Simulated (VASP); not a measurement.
**Al (a cell with a defect): single point with PBE**

The system is Al (a cell with a defect).

```
CELL_PARAMETERS angstrom
8.10000 0.00000 0.00000
0.00000 8.10000 0.00000
0.00000 0.00000 8.10000
ATOMIC_POSITIONS crystal
Al 0.50090 0.00327 0.00476
Al 0.74636 0.24872 0.00476
Al 0.74803 0.00160 0.24969
Al 0.99893 0.99867 0.99975
Al 0.24419 0.24394 0.98175
Al 0.50569 0.50544 0.98177
Al 0.75096 0.75069 0.99975
Al 0.25467 0.00727 0.24969
Al 0.74235 0.49495 0.24969
Al 0.50090 0.00327 0.49463
Al 0.74636 0.24872 0.49462
Al 0.75016 0.99947 0.74969
Al 0.00354 0.50066 0.00477
Al 0.24897 0.74609 0.00477
Al 0.00752 0.25442 0.24969
Al 0.37486 0.37473 0.24969
Al 0.49521 0.74210 0.24969
Al 0.99893 0.99867 0.49963
Al 0.24419 0.24394 0.51763
Al 0.50569 0.50544 0.51762
Al 0.75096 0.75069 0.49963
Al 0.24881 0.99077 0.74969
Al 0.50300 0.24664 0.74969
Al 0.75885 0.50082 0.74969
Al 0.00186 0.74777 0.24969
Al 0.00354 0.50065 0.49462
Al 0.24897 0.74609 0.49461
Al 0.99103 0.24856 0.74969
Al 0.24689 0.50274 0.74969
Al 0.50106 0.75859 0.74969
Al 0.99973 0.74990 0.74969
```

```
Program                : VASP 6.6.1
Task                   : single point
Functional             : PBE
Potentials or basis    : VASP PAW PBE potentials, release 64 (Al)
Cutoff                 : 520 eV
k mesh                 : 3 × 3 × 3
Occupations            : fermi-dirac, width 0.15 eV
Spin                   : no spin polarisation
Dipole correction      : no
Further INCAR settings : LREAL = Auto; ALGO = Normal; EDIFF = 1e-06; NBANDS = 68
```

```json
{
 "Pressure": "-0.6 GPa",
 "Largest force": "0.008 eV/Å",
 "Band gap on the k mesh": "zero (an odd number of electrons rules out a gap without spin polarisation)"
}
```

Forces in eV/Å, atoms in the order of the input:
```
Al   0.001  0.003 -0.001
Al  -0.002  0.001 -0.001
Al  -0.001  0.001  0.000
Al  -0.005 -0.006  0.001
Al  -0.001  0.000  0.001
Al   0.000  0.000  0.001
Al   0.006  0.004  0.000
Al  -0.001 -0.003  0.000
Al   0.003  0.003  0.000
Al   0.001  0.003  0.001
Al  -0.002  0.001  0.001
Al  -0.001 -0.001  0.000
Al   0.002  0.001 -0.001
Al   0.001 -0.002 -0.001
Al  -0.002 -0.001  0.000
Al  -0.001  0.001  0.000
Al   0.003  0.002  0.000
Al  -0.005 -0.006 -0.001
Al  -0.001  0.000 -0.001
Al   0.000  0.000 -0.001
Al   0.006  0.004  0.000
Al   0.000 -0.003  0.000
Al   0.003 -0.004  0.000
Al   0.002 -0.001  0.000
Al   0.000 -0.001  0.000
Al   0.002  0.001  0.001
Al   0.001 -0.002  0.001
Al  -0.004  0.000  0.000
Al  -0.005  0.005  0.000
Al   0.000  0.004  0.000
Al   0.001 -0.004  0.000
```

Stress tensor (GPa, compression positive):
```
-1.00  0.16  0.00
 0.16 -1.00  0.00
 0.00  0.00  0.06
```

Levels at points of the mesh, in eV from the Fermi level:
| k point | band 43 | band 44 | band 45 | band 46 | band 47 | band 48 | band 49 | band 50 | band 51 | band 52 |
| --- | --- | --- | --- | --- | --- | --- | --- | --- | --- | --- |
| (0.00, 0.00, 0.00) | -0.36 | -0.28 | -0.21 | 0.14 | 0.40 | 0.50 | 0.56 | 0.58 | 0.62 | 1.10 |

Wall time 4.2 min on 1 thread of Oxide Virtual Turin-like Processor (shared host), peak memory 0.53 GiB.
